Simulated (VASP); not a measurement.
Write the native input for VASP 6.6.1 that does the following.

| Quantity | Value |
| --- | --- |
| Task | relaxation of cell and atoms |
| Functional | PBE |
| Dispersion | D4 |
| Potentials or basis | VASP PAW PBE potentials, release 64 (B, C) |
| Cutoff | 600 eV |
| k mesh | 10 × 10 × 4, shifted |
| Occupations | methfessel-paxton, width 0.3 eV |
| Spin | no spin polarisation |
| Dipole correction | no |
| Further INCAR settings | ALGO = Normal; EDIFF = 1e-06; ISYM = 0; IBRION = 2; EDIFFG = -0.01; NSW = 100; ISIF = 3 |

The structure of BC5 lies in POSCAR:

```
BC5
1.0
    2.5516000000      0.0000000000      0.0000000000
   -1.2758000000      2.2097000000      0.0000000000
    0.0000000000      0.0000000000      6.3997000000
B C
1 5
Direct
    0.3333333333      0.6666666667      0.0076000000
    0.3333333333      0.6666666667      0.2595000000
    0.6666666667      0.3333333333      0.3390000000
    0.0000000000      0.0000000000      0.6646000000
    0.6666666667      0.3333333333      0.5814000000
    0.0000000000      0.0000000000      0.8989000000
```

The input as run:

INCAR

```
SYSTEM = BC5
PREC = Accurate
ENCUT = 600
EDIFF = 1E-6
ISMEAR = 1
SIGMA = 0.3
LREAL = .False.
LASPH = .True.
NELM = 100
ALGO = Normal
ISIF = 3
LWAVE = .False.
LCHARG = .False.
GGA = PE
IVDW = 13
IBRION = 2
NSW = 100
EDIFFG = -0.01
ISYM = 0
```

KPOINTS

```
Automatic mesh
0
Gamma
  10 10 4
  0.5 0.5 0.5
```

Potentials or basis: VASP PAW PBE potentials, release 64 (B, C).

Command:

```bash
$ cat potpaw_PBE.64/B/POTCAR potpaw_PBE.64/C/POTCAR > POTCAR
$ mpirun -np 1 vasp_std > vasp.out
```

Results of the run:

```json
{"Relaxed volume": "5.93 Å³/atom", "Relaxed cell": "a = 2.541 Å, b = 2.542 Å, c = 6.363 Å, α = 90.00°, β = 90.00°, γ = 119.99°", "Space group after relaxing (to 0.05 Å)": "P3m1 (No. 156)", "Energy gained by relaxing": "1.7 meV/atom", "Ionic steps": "7", "Pressure after relaxing": "0.0 GPa", "Largest force after relaxing": "0.006 eV/Å", "Dispersion energy per atom": "-0.218 eV"}
```

Caveat: pairwise dispersion overbinds metals, which lowers pressure and volume.

Run time: 6.3 min on 1 thread of Intel(R) Xeon(R) 6975P-C (Granite Rapids) (shared host), peak memory 0.33 GiB.
